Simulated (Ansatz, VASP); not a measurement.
**Hg: VASP beside Ansatz**

```
Hg
1.0
     2.07840    1.19996    1.97474
    -2.07840    1.19996    1.97474
     0.00000   -2.39993    1.97474
Hg
1
Cartesian
  -2.0784 1.2000 1.9747
```

Alike in both runs: task single point; functional PBE; k mesh 10 × 10 × 10; occupations fermi-dirac, width 1 eV; no spin polarisation.

|  | VASP | Ansatz |
| --- | --- | --- |
| version | VASP 6.6.1 | Ansatz 0.2.0 |
| potentials or method | VASP PAW PBE potentials, release 64 (Hg), cutoff 520 eV | plane waves (420 eV) with PAW, scalar-relativistic |
| valence electrons in the cell | 12 | 20 |

VASP gave:

* pressure (GPa): 0.5
* traceless stress, the component that is largest in VASP (GPa): -0.04

Problem. Estimate Ansatz's values.

Solution. Pressure (GPa): 0.4; traceless stress, the component that is largest in VASP (GPa): -0.07.

VASP's potentials hold 12 valence electrons a cell and Ansatz's 20, so a difference there can come from the potentials and not from the codes.

Neither program's run includes spin-orbit coupling.
